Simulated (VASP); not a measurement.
# HfSeS4 (P4/mmm) in VASP: a series of runs

Runs on HfSeS4. Level: PBE. Tasks: relaxation of cell and atoms.

All numbers are computed with VASP 6.6.1; they aren't measurements. Logs are shortened: lines on timing, memory, paths and dates and some standing lists are left out, and cuts for length are marked.

## Step 1: The cell of the first run

The structure is tetragonal, space group P4/mmm (No. 123). The conventional cell has a = 4.187 Å, b = 4.187 Å, c = 7.359 Å, α = 90.00°, β = 90.00°, γ = 90.00°. Within 2.7 Å of Hf (site symmetry 4/mmm) lie 6 S at 2.01 to 2.09 Å. Se (site symmetry 4/mmm) has 16 S at 3.40 to 4.23 Å and 4 Se at 4.19 Å within 4.5 Å. Within 2.8 Å of S (site symmetry mmm) lie 2 Hf at 2.09 Å. Within 2.7 Å of S (site symmetry 4mm) lie 1 Hf at 2.01 Å.

## Step 2: Relaxation of cell and atoms, PBE

Contents of INCAR:

```
  PREC = Accurate
  ENCUT = 600
  EDIFF = 1E-7
  ISMEAR = 0
  SIGMA = 0.1
  LREAL = False
  LASPH = True
  NELM = 100
  ALGO = Normal
  ISIF = 3
  LWAVE = False
  LCHARG = False
  GGA = PE
  IBRION = 2
  NSW = 90
  EDIFFG = -0.04
```

Contents of KPOINTS:

```
regular mesh
0
Gamma
  4 4 4
```

Contents of POSCAR:

```
HfSeS4
1.0
    4.1868039100      0.0000000000      0.0000000000
    0.0000000000      4.1868039100      0.0000000000
    0.0000000000      0.0000000000      7.3585731000
Hf Se S
1 1 4
Direct
    0.0000000000      0.0000000000      0.0000000000
    0.5000000000      0.5000000000      0.5000000000
    0.5000000000      0.0000000000      0.0000000000
    0.0000000000      0.5000000000      0.0000000000
    0.0000000000      0.0000000000      0.2737000000
    0.0000000000      0.0000000000      0.7263000000
```

Potentials or basis: VASP PAW PBE potentials, release 64 (Hf_pv, Se, S).

The run is started by

```sh
cat potpaw_PBE.64/Hf_pv/POTCAR potpaw_PBE.64/Se/POTCAR potpaw_PBE.64/S/POTCAR > POTCAR
mpirun -np 1 vasp_std > vasp.out
```

OUTCAR:

```text
PREC = Accurate
   ENCUT = 600
   EDIFF = 1E-7
   ISMEAR = 0
   LREAL = False
   LASPH = True
   NELM = 100
   ISIF = 3
   GGA = PE
   IBRION = 2
   NSW = 90
   EDIFFG = -0.04

 ion  position               nearest neighbor table
   1  0.000  0.000  0.000-   5 2.01   6 2.01   3 2.09   4 2.09   4 2.09   3 2.09
   2  0.500  0.500  0.500-
   3  0.500  0.000  0.000-   1 2.09   1 2.09
   4  0.000  0.500  0.000-   1 2.09   1 2.09
   5  0.000  0.000  0.274-   1 2.01
   6  0.000  0.000  0.726-   1 2.01

  LATTYP: Found a simple tetragonal cell.
 ALAT       =     4.1868039100
 C/A-ratio  =     1.7575633486

  Lattice vectors:

 A1 = (   4.1868039100,   0.0000000000,   0.0000000000)
 A2 = (   0.0000000000,   4.1868039100,   0.0000000000)
 A3 = (   0.0000000000,   0.0000000000,   7.3585731000)

Analysis of symmetry for initial positions (statically):
=====================================================================
 Subroutine PRICEL returns:
 Original cell was already a primitive cell.

 Routine SETGRP: Setting up the symmetry group for a
 simple tetragonal supercell.

 Subroutine GETGRP returns: Found 16 space group operations
 (whereof 16 operations were pure point group operations)
 out of a pool of 16 trial point group operations.

The static configuration has the point symmetry D_4h.

Analysis of symmetry for dynamics (positions and initial velocities):
=====================================================================
 Subroutine PRICEL returns:
 Original cell was already a primitive cell.

 Routine SETGRP: Setting up the symmetry group for a
 simple tetragonal supercell.

 Subroutine GETGRP returns: Found 16 space group operations
 (whereof 16 operations were pure point group operations)
 out of a pool of 16 trial point group operations.

The dynamic configuration has the point symmetry D_4h.

 Subroutine INISYM returns: Found 16 space group operations
 (whereof 16 operations are pure point group operations),
 and found     1 'primitive' translations

----------------------------------------------------------------------------------------

                                     Primitive cell

  volume of cell :     128.9908

  direct lattice vectors                    reciprocal lattice vectors
     4.186803910  0.000000000  0.000000000     0.238845674  0.000000000  0.000000000
     0.000000000  4.186803910  0.000000000     0.000000000  0.238845674  0.000000000
     0.000000000  0.000000000  7.358573100     0.000000000  0.000000000  0.135895912

  length of vectors
[... 77 lines left out ...]
   ISPIN  =      1    spin polarized calculation?
   LNONCOLLINEAR =      F non collinear calculations
   LSORBIT =      F    spin-orbit coupling
   LASPH  =      T    aspherical Exc in radial PAW
   ENCUT  =  600.0 eV  44.10 Ry    6.64 a.u.   8.36  8.36 14.70*2*pi/ulx,y,z
   NELM   =    100;   NELMIN=  2; NELMDL= -5     # of ELM steps
   EDIFF  = 0.1E-06   stopping-criterion for ELM
   LREAL  =      F    real-space projection
   EDIFFG = -.4E-01   stopping-criterion for IOM
   NSW    =     90    number of steps for IOM
   IBRION =      2    ionic relax: 0-MD 1-quasi-New 2-CG
   NFREE  =      1    steps in history (QN), initial steepest desc. (CG)
   ISIF   =      3    stress and relaxation
   ISYM   =      2    0-nonsym 1-usesym 2-fastsym
   POTIM  = 0.5000    time-step for ionic-motion
   TEBEG  =    0.0;   TEEND  =   0.0 temperature during run
   PSTRESS=    0.0 pullay stress
   NELECT =      40.0000    total number of electrons
   NUPDOWN=      -1.0000    fix difference up-down
   EMIN   =  10.00;   EMAX   =-10.00  energy-range for DOS
   EFERMI =   0.00;   METHOD = LEGACY
   ISMEAR =     0;   SIGMA  =   0.10  broadening in eV -4-tet -1-fermi 0-gaus
   EFERMI_NEDOS =   21; number of points for ismear=-14 and -15
   IALGO  =     38    algorithm
   IMIX   =      4    mixing-type and parameters
     AMIX     =   0.40;   BMIX     =  1.00
     AMIX_MAG =   1.60;   BMIX_MAG =  1.00
  volume/ion in A,a.u.               =      21.50       145.08
  Fermi-wavevector in a.u.,A,eV,Ry     =   1.108090  2.093987 16.706110  1.227864
  Thomas-Fermi vector in A             =   2.244613
   LORBIT       =      0    0 simple, 1 ext, 2 COOP (PROOUT), +10 PAW based schemes
   GGA     = PE    functional components
   LHFCALC =     F    Hartree Fock is set to
   AEXX    =    0.0000 exact exchange contribution
   IVDW    =     0    specifies the selected vdW correction
   LEPSILON=     F    determine dielectric tensor
   LRPA    =     F    only Hartree local field effects (RPA)
 conjugate gradient relaxation of ions
 non-spin polarized calculation
 Gauss-broadening in eV      SIGMA  =   0.10
  energy-cutoff  :      600.00
  volume of cell :      128.99
 maximum number of plane-waves:      4333
 NGX is ok and might be reduce to    36
   NGX = 17   NGY = 17   NGZ = 29

--------------------------------------- Ionic step        1  -------------------------------------------

 number of electron      40.0000008 magnetization

 Free energy of the ion-electron system (eV)
  ---------------------------------------------------
  ext. energy  EPLUGINS =         0.00000000
  ---------------------------------------------------
  free energy    TOTEN  =       -19.52291483 eV

  energy without entropy =      -19.48024022  energy(sigma->0) =      -19.50157753

------------------------ aborting loop because EDIFF is reached ----------------------------------------

  FORCE on cell =-STRESS in cart. coord.  units (eV):
  Direction    XX          YY          ZZ          XY          YZ          ZX
  --------------------------------------------------------------------------------------
  -------------------------------------------------------------------------------------
  Total       33.1327190     33.1327190     41.5052674      0.0000000      0.0000000     -0.0000000
  in kB      411.5369258    411.5369258    515.5311923      0.0000000      0.0000000     -0.0000000
  external PRESSURE =     446.2016813 kB  Pullay stress =       0.0000000 kB
[... 1090 lines left out ...]
     23       6.9811      0.00000
     24       9.3368      0.00000

[... ionic steps 4 to 29 ...]

--------------------------------------- Ionic step       30  -------------------------------------------

 number of electron      39.9999996 magnetization

------------------------ aborting loop because EDIFF is reached ----------------------------------------
[... 75 lines left out ...]
--------------------------------------- Ionic step       32  -------------------------------------------

 number of electron      39.9999996 magnetization

 Free energy of the ion-electron system (eV)
  ---------------------------------------------------
  ext. energy  EPLUGINS =         0.00000000
  ---------------------------------------------------
  free energy    TOTEN  =       -28.52490649 eV

  energy without entropy =      -28.46422060  energy(sigma->0) =      -28.49456355

 E-fermi :   1.4712     XC(G=0):  -8.4847

 val. band max:        1.4621806528   @ k =   0.2500   0.2500   0.2500
 cond. band min:       1.4832084010   @ k =   0.5000   0.2500   0.0000
 fundamental gap:      0.0210277482
 Fermi energy:         1.4712467855
[... 517 lines left out ...]
  FREE ENERGIE OF THE ION-ELECTRON SYSTEM (eV)
  ---------------------------------------------------
  free  energy   TOTEN  =       -28.5249064917 eV

  energy  without entropy=      -28.4642205986  energy(sigma->0) =      -28.49456355

 reached required accuracy - stopping structural energy minimisation
```

OSZICAR:

```text
N       E                     dE             d eps       ncg     rms          rms(c)
DAV:   1     0.284325647180E+03    0.28433E+03   -0.20767E+04   872   0.165E+03
DAV:   2    -0.228297408866E+01   -0.28661E+03   -0.28285E+03  1128   0.322E+02
DAV:   3    -0.222714210478E+02   -0.19988E+02   -0.19646E+02  1112   0.795E+01
[... 485 lines left out ...]
DAV:   8    -0.285249063270E+02    0.19917E-05   -0.80804E-06   952   0.110E-02    0.957E-03
DAV:   9    -0.285249064573E+02   -0.13038E-06   -0.12227E-06   880   0.526E-03    0.281E-03
DAV:  10    -0.285249063550E+02    0.10235E-06   -0.14216E-07   456   0.201E-03    0.168E-03
DAV:  11    -0.285249064865E+02   -0.13150E-06   -0.39980E-08   448   0.107E-03    0.739E-04
DAV:  12    -0.285249064917E+02   -0.52387E-08   -0.12485E-08   432   0.635E-04
  32 F= -.28524906E+02 E0= -.28494564E+02  d E =-.599926E-02
```

Run time: 37 min. Hardware: 1 thread of Intel Xeon 6975P-C, shared host; peak memory 0.34 GiB.

Results:

```yaml
Free_energy: -28.5249 eV
Relaxed_volume: 27.82 Å³/atom
Relaxed_cell: a = 4.820 Å, b = 4.820 Å, c = 7.186 Å, α = 90.00°, β = 90.00°, γ = 90.00°
Space_group_after_relaxing_to_0.05_Å: P4/mmm (No. 123)
Energy_gained_by_relaxing: 1500.3 meV/atom
Ionic_steps: 32
Pressure_after_relaxing: 0.0 GPa
Largest_force_after_relaxing: 0.027 eV/Å
Band_gap_on_the_k_mesh: zero (band 20 reaches 1.83 eV, above the bottom of band 21 at 1.10 eV)
```

Forces in eV/Å, atoms in the order of the input:
```
Hf   0.000  0.000  0.000
Se   0.000  0.000  0.000
S    0.000  0.000  0.000
S    0.000  0.000  0.000
S    0.000  0.000  0.027
S    0.000  0.000 -0.027
```

Stress tensor (GPa, compression positive):
```
-0.08  0.00  0.00
 0.00 -0.08  0.00
 0.00  0.00  0.02
```

Step by step:
| step | energy change (eV) | largest force (eV/Å) | pressure (GPa) | volume (Å³) |
| --- | --- | --- | --- | --- |
| 1 | 0.0000 | 11.2237 | 44.62 | 128.99 |
| 2 | -4.2986 | 0.0344 | -7.78 | 275.91 |
| 3 | -7.8900 | 0.3957 | -1.16 | 189.22 |
| 4 | -7.9204 | 0.2959 | -0.41 | 186.17 |
| 5 | -7.9342 | 0.1364 | 0.71 | 182.12 |
| 6 | -8.2525 | 0.1155 | -1.40 | 186.79 |
| 7 | -8.2586 | 0.1822 | -1.59 | 187.37 |
| 8 | -8.3079 | 0.6025 | -0.12 | 180.39 |
| 9 | -8.3088 | 0.6716 | 0.12 | 179.37 |
| 10 | -8.3463 | 0.5498 | 0.30 | 176.74 |
| 11 | -8.4304 | 0.6309 | 1.11 | 168.99 |
| 12 | -8.6728 | 1.1303 | 5.09 | 154.14 |
| 13 | 48.2119 | 284.1288 | 143.06 | 126.90 |
| 14 | -8.5700 | 1.2389 | 5.38 | 153.66 |
| 15 | -5.8804 | 18.5000 | 22.21 | 139.89 |
| 16 | -8.5503 | 1.2377 | 5.62 | 153.17 |
| 17 | -8.5659 | 0.9340 | 7.00 | 150.13 |
| 18 | -8.5652 | 1.2892 | 6.32 | 151.34 |
| 19 | -8.5677 | 1.1511 | 6.66 | 150.68 |
| 20 | -8.5726 | 1.0607 | 6.76 | 150.53 |
| 21 | -8.5812 | 0.6704 | 7.11 | 150.06 |
| 22 | -8.5815 | 0.5313 | 7.23 | 149.93 |
| 23 | -8.5900 | 0.5226 | 7.14 | 150.08 |
| 24 | -8.6149 | 0.4966 | 6.90 | 150.53 |
| 25 | -8.6621 | 0.4434 | 6.41 | 151.43 |
| 26 | -8.7462 | 0.3345 | 5.48 | 153.25 |
| 27 | -8.8756 | 0.1064 | 3.78 | 156.92 |
| 28 | -8.9931 | 0.3898 | 0.94 | 164.42 |
| 29 | -8.9961 | 0.4857 | 0.50 | 165.80 |
| 30 | -8.9960 | 0.5086 | 0.40 | 166.13 |
| 31 | -8.9997 | 0.3095 | 0.24 | 166.42 |
| 32 | -9.0020 | 0.0269 | -0.05 | 166.95 |

Final structure:
```cif
data_structure
_symmetry_space_group_name_H-M 'P 1'
_symmetry_Int_Tables_number 1
_cell_length_a 4.8199
_cell_length_b 4.8199
_cell_length_c 7.1863
_cell_angle_alpha 90.000
_cell_angle_beta 90.000
_cell_angle_gamma 90.000
_cell_volume 166.95
loop_
_atom_site_label
_atom_site_type_symbol
_atom_site_fract_x
_atom_site_fract_y
_atom_site_fract_z
_atom_site_occupancy
Hf1 Hf 0.00000 0.00000 0.00000 1
Se1 Se 0.50000 0.50000 0.50000 1
S1 S 0.50000 0.00000 0.00000 1
S2 S 0.00000 0.50000 0.00000 1
S3 S 0.00000 0.00000 0.36601 1
S4 S 0.00000 0.00000 0.63399 1
```

Levels at points of the mesh, in eV from the Fermi level:
```
           k point  band 16  band 17  band 18  band 19  band 20  band 21  band 22  band 23  band 24
(0.00, 0.00, 0.00)    -1.16    -0.76    -0.21    -0.21    -0.19     0.31     0.31     1.13     2.54
(0.50, 0.00, 0.00)    -1.32    -1.28    -1.10    -0.80    -0.42    -0.35     0.67     2.58     3.23
(0.50, 0.50, 0.00)    -2.87    -0.51     0.32     0.32     0.36     0.36     0.73     2.87     4.30
(0.00, 0.00, 0.50)    -0.55    -0.33    -0.33     0.02     0.02     0.19     0.19     0.33     1.13
(0.50, 0.00, 0.50)    -1.74    -1.33    -0.88    -0.48    -0.39    -0.05     0.33     0.48     1.40
(0.50, 0.50, 0.50)    -1.83    -0.68    -0.68    -0.34     0.30     0.30     0.35     0.73     4.08
```

Caveat: the k points lie up to 0.33 Å⁻¹ apart in the final cell; the volume moved by over 15 % at a fixed basis, so the end points are rough; spin-orbit coupling is left out, which moves the levels of the heavy elements.

## Step 3: Relaxation of cell and atoms, PBE

This run uses another cell than the first one, of 27.85 Å³/atom, 1.295 times its volume.

Contents of INCAR:

```
SYSTEM = HfSeS4
PREC = Accurate
ENCUT = 600
EDIFF = 1E-6
ISMEAR = 0
SIGMA = 0.1
LREAL = .False.
LASPH = .True.
NELM = 80
ALGO = Normal
ISIF = 3
LWAVE = .False.
LCHARG = .False.
GGA = PE
IBRION = 2
NSW = 100
EDIFFG = -0.01
```

Contents of KPOINTS:

```
Automatic mesh
0
Gamma
  8 8 6
  0 0 0
```

Contents of POSCAR:

```
HfSeS4
1.0
    4.8125372583      0.0000000000      0.0000000000
    0.0000000000      4.8125372583      0.0000000000
    0.0000000000      0.0000000000      7.2148901087
Hf Se S
1 1 4
Direct
    0.0000000000      0.0000000000      0.0000000000
    0.5000000000      0.5000000000      0.5000000000
    0.5000000000      0.0000000000      0.0000000000
    0.0000000000      0.5000000000      0.0000000000
    0.0000000000      0.0000000000      0.3659671245
    0.0000000000      0.0000000000      0.6340328755
```

Potentials or basis: VASP PAW PBE potentials, release 64 (Hf_pv, Se, S).

The run is started by

```sh
cat potpaw_PBE.64/Hf_pv/POTCAR potpaw_PBE.64/Se/POTCAR potpaw_PBE.64/S/POTCAR > POTCAR
mpirun -np 1 vasp_std > vasp.out
```

Wall time 23 min (1 thread of Intel Xeon 6975P-C, shared host); peak memory 0.53 GiB.

Results (log left out):

```
Free energy                            : -28.6067 eV
Relaxed volume                         : 27.67 Å³/atom
Relaxed cell                           : a = 4.815 Å, b = 4.815 Å, c = 7.160 Å, α = 90.00°, β = 90.00°, γ = 90.00°
Space group after relaxing (to 0.05 Å) : P4/mmm (No. 123)
Energy gained by relaxing              : 0.4 meV/atom
Ionic steps                            : 7
Pressure after relaxing                : 0.0 GPa
Band gap on the k mesh                 : zero (band 20 reaches 1.88 eV, above the bottom of band 21 at 1.07 eV)
```

The path:
```csv
step,energy change (eV),largest force (eV/Å),pressure (GPa),volume (Å³)
1,0.0000,0.0868,-0.20,167.10
2,-0.0020,0.0205,-0.03,166.28
3,-0.0023,0.0212,0.08,165.80
4,-0.0025,0.0344,0.01,165.98
5,-0.0026,0.0209,0.03,165.94
6,-0.0025,0.0284,-0.04,166.08
7,-0.0026,0.0016,0.00,165.99
```

Final structure:
```xyz
6
Lattice="4.8150 0.0000 0.0000 0.0000 4.8150 0.0000 0.0000 0.0000 7.1597" Properties=species:S:1:pos:R:3 pbc="T T T"
Hf    0.0000    0.0000    0.0000
Se    2.4075    2.4075    3.5798
S     2.4075    0.0000    0.0000
S     0.0000    2.4075    0.0000
S     4.8150    0.0000    2.6134
S     0.0000    0.0000    4.5463
```

Levels at points of the mesh, in eV from the Fermi level:
```
           k point  band 17  band 18  band 19  band 20  band 21  band 22  band 23  band 24
(0.00, 0.00, 0.00)    -0.74    -0.19    -0.19    -0.17     0.27     0.27     1.18     2.63
(0.50, 0.00, 0.00)    -1.27    -1.10    -0.85    -0.41    -0.40     0.69     2.67     3.24
(0.50, 0.50, 0.00)    -0.50     0.28     0.28     0.39     0.39     0.74     2.88     4.38
(0.00, 0.00, 0.50)    -0.32    -0.32     0.05     0.05     0.14     0.14     0.35     1.19
(0.50, 0.00, 0.50)    -1.34    -0.87    -0.50    -0.45    -0.03     0.34     0.50     1.47
(0.50, 0.50, 0.50)    -0.68    -0.68    -0.33     0.26     0.26     0.37     0.74     4.14
```

Caveat: spin-orbit coupling is left out, which moves the levels of the heavy elements.
